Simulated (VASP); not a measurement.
# KZnF3 (P4/mmm) in VASP: notebook, part 2 of 2

VASP 6.6.1. Earlier steps stand in the parts before.

## (3) Single point, PBE

This run uses another cell than the first one, of the same volume but with other edges.

INCAR

```
SYSTEM = KZnF3
ALGO = Normal
EDIFF = 1E-7
ENCUT = 520
GGA = PE
ISIF = 2
ISMEAR = 0
LASPH = .TRUE.
LCHARG = .FALSE.
LREAL = .FALSE.
LWAVE = .FALSE.
NBANDS = 29
NELM = 60
PREC = Accurate
SIGMA = 0.05
```

KPOINTS

```
k-points
0
G
  6 6 6
  0 0 0
```

POSCAR

```
KZnF3
1.0
    4.1641440769      0.0000000000      0.0000000000
    0.0000000000      4.1641440769      0.0000000000
    0.0000000000      0.0000000000      3.8310125508
K Zn F
1 1 3
Direct
    0.0000000000      0.0000000000      0.0000000000
    0.5000000000      0.5000000000      0.5000000000
    0.5000000000      0.5000000000      0.0000000000
    0.0000000000      0.5000000000      0.5000000000
    0.5000000000      0.0000000000      0.5000000000
```

Potentials or basis: VASP PAW PBE potentials, release 64 (K_sv, Zn, F).

Started as:

```console
cat potpaw_PBE.64/K_sv/POTCAR potpaw_PBE.64/Zn/POTCAR potpaw_PBE.64/F/POTCAR > POTCAR
mpirun -np 1 vasp_std > vasp.out
```

It took 96 s on 1 thread of Intel Xeon 8259CL, shared host; peak memory 0.22 GiB.

Results (log left out):

```
Free energy            : -20.1642 eV
Pressure               : 5.8 GPa
Band gap on the k mesh : 3.59 eV (least direct gap 5.61 eV)
```

Stress tensor (GPa, compression positive):
```
 2.74  0.00  0.00
 0.00  2.74  0.00
 0.00  0.00 11.86
```

Levels at points of the mesh, in eV from the valence-band top:
| k point | band 19 | band 20 | band 21 | band 22 | band 23 | band 24 |
| --- | --- | --- | --- | --- | --- | --- |
| (0.00, 0.00, 0.00) | -2.03 | -2.02 | -2.02 | 3.59 | 8.29 | 8.65 |
| (0.50, 0.00, 0.00) | -1.91 | -1.85 | -1.81 | 6.17 | 7.93 | 9.23 |
| (0.50, 0.50, 0.00) | -1.95 | -1.71 | -0.47 | 7.59 | 9.61 | 9.67 |
| (0.00, 0.00, 0.50) | -1.98 | -1.98 | -1.77 | 6.75 | 8.33 | 9.80 |
| (0.50, 0.00, 0.50) | -2.03 | -1.76 | -0.12 | 7.95 | 9.78 | 10.04 |
| (0.50, 0.50, 0.50) | -1.68 | -0.46 | 0.00 | 8.09 | 8.09 | 8.33 |

Caveat: the cell stands under pressure. A k mesh can miss the band edges.

## (4) Single point, PBE

This run uses another cell than the first one, of the same volume but with other edges.

INCAR

```
SYSTEM = KZnF3
  PREC = Accurate
  ENCUT = 520
  EDIFF = 1E-6
  ISMEAR = 0
  SIGMA = 0.05
  LREAL = .FALSE.
  LASPH = .TRUE.
  NELM = 80
  ALGO = Normal
  ISIF = 2
  LWAVE = .FALSE.
  LCHARG = .FALSE.
  GGA = PE
  NBANDS = 29
```

KPOINTS

```
Automatic mesh
0
G
  6 6 6
  0 0 0
```

POSCAR: that of step 3 with these lines changed.

```diff
@@ -2,5 +2,5 @@
 1.0
-    4.1641440769      0.0000000000      0.0000000000
-    0.0000000000      4.1641440769      0.0000000000
-    0.0000000000      0.0000000000      3.8310125508
+    3.9233536899      0.0000000000      0.0000000000
+    0.0000000000      3.9233536899      0.0000000000
+    0.0000000000      0.0000000000      4.3156890589
 K Zn F
```

Potentials or basis: VASP PAW PBE potentials, release 64 (K_sv, Zn, F).

Started as:

```console
cat potpaw_PBE.64/K_sv/POTCAR potpaw_PBE.64/Zn/POTCAR potpaw_PBE.64/F/POTCAR > POTCAR
mpirun -np 1 vasp_std > vasp.out
```

OUTCAR:

```text
SYSTEM = KZnF3
   PREC = Accurate
   ENCUT = 520
   EDIFF = 1E-6
   ISMEAR = 0
   LREAL = .FALSE.
   LASPH = .TRUE.
   NELM = 80
   ISIF = 2
   GGA = PE

 ion  position               nearest neighbor table
   1  0.000  0.000  0.000-   3 2.77   3 2.77   3 2.77   3 2.77
   2  0.500  0.500  0.500-   4 1.96   5 1.96   5 1.96   4 1.96   3 2.16   3 2.16
   3  0.500  0.500  0.000-   2 2.16   2 2.16   1 2.77   1 2.77   1 2.77   1 2.77
   4  0.000  0.500  0.500-   2 1.96   2 1.96
   5  0.500  0.000  0.500-   2 1.96   2 1.96

[... 973 lines left out ...]
  -------------------------------------------------------------------------------------
  Total        3.6576265      3.6576265      0.1305221      0.0000000      0.0000000     -0.0000000
  in kB       88.2154924     88.2154924      3.1479637      0.0000000      0.0000000     -0.0000000
  external PRESSURE =      59.8596495 kB  Pullay stress =       0.0000000 kB

 VOLUME and BASIS-vectors are now :
 -----------------------------------------------------------------------------
  energy-cutoff  :      520.00
  volume of cell :       66.43
      direct lattice vectors                 reciprocal lattice vectors
     3.923353690  0.000000000  0.000000000     0.254883979  0.000000000  0.000000000
     0.000000000  3.923353690  0.000000000     0.000000000  0.254883979  0.000000000
     0.000000000  0.000000000  4.315689059     0.000000000  0.000000000  0.231712708

 POSITION                                       TOTAL-FORCE (eV/Angst)
 -----------------------------------------------------------------------------------
      0.00000      0.00000      0.00000         0.000000      0.000000      0.000000
      1.96168      1.96168      2.15784         0.000000      0.000000      0.000000
      1.96168      1.96168      0.00000         0.000000      0.000000      0.000000
      0.00000      1.96168      2.15784         0.000000      0.000000      0.000000
      1.96168      0.00000      2.15784         0.000000      0.000000      0.000000
 -----------------------------------------------------------------------------------
    total drift:                                0.000000      0.000000     -0.000000

  FREE ENERGIE OF THE ION-ELECTRON SYSTEM (eV)
  ---------------------------------------------------
  free  energy   TOTEN  =       -20.1500943943 eV

  energy  without entropy=      -20.1500943943  energy(sigma->0) =      -20.15009439
```

stdout:

```text
POSCAR found type information on POSCAR K ZnF
 POSCAR found :  3 types and       5 ions
 scaLAPACK will be used
 LDA part: xc-table for (Slater+PW92), standard interpolation
 POSCAR, INCAR and KPOINTS ok, starting setup
 FFT: planning ... GRIDC
 FFT: planning ... GRID_SOFT
 FFT: planning ... GRID
 WAVECAR not read
 entering main loop
```

Wall time 94 s (1 thread of Intel Xeon 8259CL, shared host); peak memory 0.22 GiB.

What came out:

| Property | Result |
| --- | --- |
| Free energy | -20.1501 eV |
| Pressure | 6.0 GPa |
| Band gap on the k mesh | 3.53 eV (least direct gap 5.53 eV) |

Stress tensor (GPa, compression positive):
```
8.82 0.00 0.00
0.00 8.82 0.00
0.00 0.00 0.31
```

Caveat: the cell stands under pressure. A k mesh can miss the band edges.

## (5) Single point, PBE

This run uses another cell than the first one, of the same volume but with other edges.

INCAR

```
SYSTEM = KZnF3
PREC     = Accurate       ! precision mode
ENCUT    = 520            ! plane-wave cutoff, eV
EDIFF    = 1E-6           ! SCF threshold, eV
ISMEAR   = 0              ! smearing method
SIGMA    = 0.05           ! smearing width, eV
LREAL    = .FALSE.        ! projectors in reciprocal space
LASPH    = .TRUE.         ! aspherical terms in the spheres
NELM     = 80             ! most SCF steps
ALGO     = Normal         ! electronic algorithm
ISIF     = 2              ! what is computed and relaxed
LWAVE    = .FALSE.        ! write WAVECAR
LCHARG   = .TRUE.         ! write CHGCAR
GGA      = PE             ! functional
LELF     = .TRUE.         ! ELF
LVHAR    = .TRUE.       
NBANDS   = 29             ! bands
```

KPOINTS

```
regular mesh
0
G
  6 6 6
  0 0 0
```

POSCAR: that of step 4 with these lines changed.

```diff
@@ -2,5 +2,5 @@
 1.0
-    3.9233536899      0.0000000000      0.0000000000
-    0.0000000000      3.9233536899      0.0000000000
-    0.0000000000      0.0000000000      4.3156890589
+    4.6753834767      0.0000000000      0.0000000000
+    0.0000000000      4.6753834767      0.0000000000
+    0.0000000000      0.0000000000      3.0389992599
 K Zn F
```

Started as:

```console
cat potpaw_PBE.64/K_sv/POTCAR potpaw_PBE.64/Zn/POTCAR potpaw_PBE.64/F/POTCAR > POTCAR
mpirun -np 1 vasp_std > vasp.out
```

Wall time 95 s (1 thread of Intel Xeon 8259CL, shared host); peak memory 0.22 GiB.

The run converged. Its results:

* Free energy: -15.7238 eV
* Pressure: 33.5 GPa
* Band gap on the k mesh: 4.02 eV (least direct gap 5.28 eV)

Stress tensor (GPa, compression positive):
```
 -2.21   0.00   0.00
  0.00  -2.21   0.00
  0.00   0.00 104.78
```

Levels at points of the mesh, in eV from the valence-band top:
| k point | band 18 | band 19 | band 20 | band 21 | band 22 | band 23 | band 24 | band 25 |
| --- | --- | --- | --- | --- | --- | --- | --- | --- |
| (0.00, 0.00, 0.00) | -1.84 | -1.84 | -1.32 | -1.26 | 4.02 | 7.29 | 8.57 | 9.14 |
| (0.50, 0.00, 0.00) | -1.92 | -1.92 | -1.34 | -1.27 | 5.93 | 6.82 | 8.03 | 8.60 |
| (0.50, 0.50, 0.00) | -1.90 | -1.50 | -1.32 | -1.32 | 6.93 | 7.83 | 8.19 | 8.19 |
| (0.00, 0.00, 0.50) | -2.29 | -2.29 | -1.98 | -1.98 | 8.81 | 9.21 | 9.21 | 9.24 |
| (0.50, 0.00, 0.50) | -2.17 | -2.06 | -1.96 | -0.45 | 8.01 | 8.66 | 9.45 | 9.99 |
| (0.50, 0.50, 0.50) | -1.96 | -1.67 | -1.40 | 0.00 | 6.97 | 6.97 | 8.30 | 10.03 |

Caveat: the cell stands under pressure. A k mesh can miss the band edges.

## (6) Single point, PBE

This run uses another cell than the first one, of the same volume but with other edges.

INCAR

```
SYSTEM = KZnF3
PREC = Accurate ; ENCUT = 520
EDIFF = 1E-6 ; ISMEAR = 0
SIGMA = 0.05 ; LREAL = .False.
LASPH = .True. ; NELM = 80
ALGO = Normal ; ISIF = 2
LWAVE = .False. ; LCHARG = .False.
GGA = PE ; NBANDS = 29
```

KPOINTS

```
regular mesh
0
Gamma
  6 6 6
  0 0 0
```

POSCAR: that of step 5 with these lines changed.

```diff
@@ -2,5 +2,5 @@
 1.0
-    4.6753834767      0.0000000000      0.0000000000
-    0.0000000000      4.6753834767      0.0000000000
-    0.0000000000      0.0000000000      3.0389992599
+    3.5380008822      0.0000000000      0.0000000000
+    0.0000000000      3.5380008822      0.0000000000
+    0.0000000000      0.0000000000      5.3070013233
 K Zn F
```

Potentials or basis: VASP PAW PBE potentials, release 64 (K_sv, Zn, F).

Started as:

```console
cat potpaw_PBE.64/K_sv/POTCAR potpaw_PBE.64/Zn/POTCAR potpaw_PBE.64/F/POTCAR > POTCAR
mpirun -np 1 vasp_std > vasp.out
```

Run time: 99 s. Hardware: 1 thread of Intel Xeon 8259CL, shared host; peak memory 0.23 GiB.

Results (log left out):

```
Free energy            : -18.1374 eV
Pressure               : 25.6 GPa
Band gap on the k mesh : 2.52 eV (least direct gap 5.37 eV)
```

Stress tensor (GPa, compression positive):
```
39.63  0.00  0.00
 0.00 39.63  0.00
 0.00  0.00 -2.43
```

Levels at points of the mesh, in eV from the valence-band top:
| k point | band 17 | band 18 | band 19 | band 20 | band 21 | band 22 | band 23 | band 24 | band 25 | band 26 |
| --- | --- | --- | --- | --- | --- | --- | --- | --- | --- | --- |
| (0.00, 0.00, 0.00) | -4.23 | -4.23 | -3.22 | -2.85 | -2.85 | 2.52 | 6.59 | 8.03 | 8.28 | 8.50 |
| (0.50, 0.00, 0.00) | -3.45 | -3.36 | -3.34 | -3.19 | -2.59 | 6.07 | 6.69 | 7.06 | 8.93 | 10.09 |
| (0.50, 0.50, 0.00) | -3.36 | -3.33 | -2.90 | -2.90 | 0.00 | 7.66 | 7.74 | 7.82 | 7.82 | 8.77 |
| (0.00, 0.00, 0.50) | -4.23 | -4.23 | -3.25 | -2.84 | -2.84 | 4.08 | 5.49 | 6.80 | 8.91 | 9.67 |
| (0.50, 0.00, 0.50) | -3.53 | -3.35 | -3.33 | -3.19 | -2.12 | 6.26 | 6.69 | 7.87 | 8.34 | 9.09 |
| (0.50, 0.50, 0.50) | -3.31 | -2.84 | -2.84 | -2.75 | 0.00 | 5.88 | 6.58 | 6.58 | 8.24 | 9.32 |

Caveat: the cell stands under pressure. A k mesh can miss the band edges.

## (7) Summary

```csv
cell,gap on the mesh (eV),pressure (GPa)
"a = 3.711, b = 3.711, c = 4.824 Å, 5 atoms",3.07,13.4
"a = 4.164, b = 4.164, c = 3.831 Å, 5 atoms",3.59,5.8
"a = 3.923, b = 3.923, c = 4.316 Å, 5 atoms",3.53,6.0
"a = 4.675, b = 4.675, c = 3.039 Å, 5 atoms",4.02,33.5
"a = 3.538, b = 3.538, c = 5.307 Å, 5 atoms",2.52,25.6
```

Alike in all rows: task single point; level PBE; potentials or basis VASP PAW PBE potentials, release 64 (K_sv, Zn, F); no spin polarisation; k mesh 6 × 6 × 6; cutoff (eV) 520; smearing gaussian 0.05 eV.

Caveats: the cell stands under pressure.

Absolute energies hang on the potentials; compare differences alone.
